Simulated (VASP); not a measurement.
## C: single point with PBE+D3(BJ)

C:

```
C
1.0
    -2.46466    0.00000    0.00000
     0.00000    0.00000   -3.57197
     0.00000   -4.26892    0.00000
C
4
Direct
  0.50000 0.00000 0.16386
  0.00000 0.00000 0.66386
  0.00000 0.00000 0.33614
  0.50000 0.00000 0.83614
```

This cell differs from its parent crystal: atoms displaced along a vibrational mode.

* Program: VASP 6.6.1
* Task: single point
* Functional: PBE
* Dispersion: D3(BJ)
* Potentials or basis: VASP PAW PBE potentials, release 64 (C)
* Cutoff: 520 eV
* k mesh: 18 × 12 × 10
* Occupations: gaussian, width 0.15 eV
* Spin: no spin polarisation
* Dipole correction: no
* Further INCAR settings: ALGO = Normal; EDIFF = 1e-06; NBANDS = 16

```yaml
Pressure: 0.7 GPa
Largest_force: 1.340 eV/Å
Band_gap_on_the_k_mesh: zero (bands 8 and 9 overlap by 0.59 eV)
Dispersion_energy_per_atom: -0.145 eV
```

Forces on the atoms (eV/Å):
```
C    0.000 -1.340  0.000
C    0.000 -1.340  0.000
C    0.000  1.340  0.000
C    0.000  1.340  0.000
```

Stress tensor (GPa, compression positive):
```
-1.44  0.00  0.00
 0.00  3.58  0.00
 0.00  0.00 -0.13
```

Levels at points of the mesh, in eV from the Fermi level:
| k point | band 6 | band 7 | band 8 | band 9 | band 10 | band 11 |
| --- | --- | --- | --- | --- | --- | --- |
| (0.00, 0.00, 0.00) | -3.38 | -2.67 | -1.66 | 2.06 | 3.84 | 7.35 |
| (0.50, 0.00, 0.00) | -9.15 | -2.23 | -2.23 | 3.40 | 3.40 | 9.27 |
| (0.00, 0.50, 0.00) | -3.37 | -2.67 | -2.65 | 0.82 | 7.60 | 7.90 |
| (0.50, 0.50, 0.00) | -9.09 | -3.33 | -3.33 | 2.57 | 2.57 | 10.30 |
| (0.00, 0.00, 0.50) | -5.17 | -4.83 | -4.83 | 5.68 | 5.68 | 7.50 |
| (0.50, 0.00, 0.50) | -6.49 | -1.93 | -1.93 | 2.52 | 2.52 | 7.22 |
| (0.00, 0.50, 0.50) | -6.50 | -4.80 | -4.80 | 6.85 | 6.85 | 8.30 |
| (0.50, 0.50, 0.50) | -6.46 | -2.92 | -2.92 | 1.21 | 1.21 | 7.46 |

It took 70 s on 1 thread of Intel(R) Xeon(R) 6975P-C (Granite Rapids), on a shared host, peak memory 0.29 GiB.

Caveat: the cell differs from its parent crystal (atoms displaced along a vibrational mode); forces of over 1 eV/Å act on the atoms, so gaps and moduli don't describe the material at rest.
